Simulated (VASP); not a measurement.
Ta2GaN3:

```
Ta Ga N
1.0
     5.54215    0.00000    0.00000
    -2.77108    4.79965    0.00000
     0.00000    0.00000    3.05154
Ta Ga N
2 1 3
Direct
  0.33333 0.66667 0.00000
  0.66667 0.33333 0.00000
  0.00000 0.00000 0.00000
  0.50000 0.00000 0.50000
  0.50000 0.50000 0.50000
  0.00000 0.50000 0.50000
```

The cell was built from a structure type or drawn by symmetry, and may not be a known phase.

```yaml
Program: VASP 6.6.1
Task: relaxation of cell and atoms
Functional: PBE
Potentials_or_basis: VASP PAW PBE potentials, release 64 (Ta_pv, Ga_d, N)
Cutoff: 600 eV
k_mesh: 6 × 6 × 6
Occupations: gaussian, width 0.1 eV
Spin: no spin polarisation
```

At the start: pressure -19.9 GPa; volume 13.53 Å³/atom.

**Question.** Where does the relaxation end?

**Answer.** Over 7 steps the energy falls by 139.1 meV/atom and the volume is 12.44 Å³/atom (-8.0 %); space group P6/mmm (No. 191, to 0.1 Å) before and after.

The path:
```csv
step,energy change (eV),largest force (eV/Å),pressure (GPa),volume (Å³)
1,0.0000,0.0000,-19.91,81.17
2,1.9963,0.0000,71.78,62.56
3,-0.8018,0.0000,-0.42,74.26
4,-0.8095,0.0000,1.59,73.73
5,-0.8099,0.0000,2.17,73.58
6,-0.8335,0.0000,-0.42,74.84
7,-0.8344,0.0000,-0.05,74.64
```

Final structure:
```yaml
crystal:
  lattice:
    - [5.51801, 0.00000, 0.00000]
    - [-2.75900, 4.77873, 0.00000]
    - [0.00000, 0.00000, 2.83074]
  atoms:
    - { symbol: Ta, position: [0.33333, 0.66667, 0.00000] }
    - { symbol: Ta, position: [0.66667, 0.33333, 0.00000] }
    - { symbol: Ga, position: [0.00000, 0.00000, 0.00000] }
    - { symbol: N, position: [0.50000, 0.00000, 0.50000] }
    - { symbol: N, position: [0.50000, 0.50000, 0.50000] }
    - { symbol: N, position: [0.00000, 0.50000, 0.50000] }
```
